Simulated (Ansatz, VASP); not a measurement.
**One calculation of LiHF2, two programs**

Contents of INCAR:

```
SYSTEM = LiHF2
PREC = Accurate
ENCUT = 520
EDIFF = 1E-8
ISMEAR = -1
SIGMA = 0.03
LREAL = .FALSE.
LASPH = .TRUE.
NELM = 80
ALGO = Normal
ISIF = 2
LWAVE = .FALSE.
LCHARG = .FALSE.
GGA = CA
LEFG = .TRUE.
NBANDS = 17
```

The input KPOINTS:

```
regular mesh
0
G
  8 8 8
  0 0 0
```

The input POSCAR:

```
LiHF2
1.0
    1.4669835874      0.8469633691      4.3666887241
   -1.4669835874      0.8469633691      4.3666887241
    0.0000000000     -1.6939267382      4.3666887241
Li H F
1 1 2
Direct
    0.0000000000      0.0000000000      0.0000000000
    0.5000000000      0.5000000000      0.5000000000
    0.4133018800      0.4133018800      0.4133018800
    0.5866981200      0.5866981200      0.5866981200
```

Input for Ansatz:

```yaml
crystal:
  lattice:
    - [1.4669835874, 0.8469633691, 4.3666887241]
    - [-1.4669835874, 0.8469633691, 4.3666887241]
    - [0.0, -1.6939267382, 4.3666887241]
  atoms:
    - { symbol: Li, position: [0.0, 0.0, 0.0] }
    - { symbol: H, position: [0.5, 0.5, 0.5] }
    - { symbol: F, position: [0.41330188, 0.41330188, 0.41330188] }
    - { symbol: F, position: [0.58669812, 0.58669812, 0.58669812] }
kpoints:
  mp_grid: { grid: [8, 8, 8] }
scf:
  occupations: { method: fermi_dirac, width: 0.03 }
hamiltonian:
  xc: lda
  pseudopotentials: { kind: all_electron, datasets: crystal }
output:
  forces: true
  stress: true
  eigenvalues: true
  efg: { contact_densities: true }
```

Change from the starting cell: shortest bond scaled by 1, crystal datasets.

Alike in both runs: task electric field gradients; functional LDA; k mesh 8 × 8 × 8; occupations fermi-dirac, width 0.03 eV; no spin polarisation.

|  | VASP | Ansatz |
| --- | --- | --- |
| version | VASP 6.6.1 | Ansatz 0.2.0 |
| potentials or method | VASP PAW LDA potentials, release 64 (Li_sv, H, F), cutoff 520 eV | all-electron PAW with datasets made for the crystal, scalar-relativistic |

VASP gave:

| Item | Value |
| --- | --- |
| gap on the k mesh at the Fermi level (eV) | 8.05 |
| rms of the force components (eV/Å) | 0.116 |
| size of Vzz on the site where it differs most (V/Å²) | 12.1 |

Task: What did Ansatz give for the same quantities?

Result: gap on the k mesh at the Fermi level (eV): 8.07; rms of the force components (eV/Å): 0.084; size of Vzz on the site where it differs most (V/Å²): 9.8.

LDA's correlation is that of Perdew and Zunger in VASP and of Perdew and Wang (1992) in Ansatz. Atom by atom the forces differ by 0.032 eV/Å (rms over components). Ansatz ran all-electron here, and VASP with PAW potentials.

Noted on VASP's run: the cutoff is short for stress, so the pressure is rough.
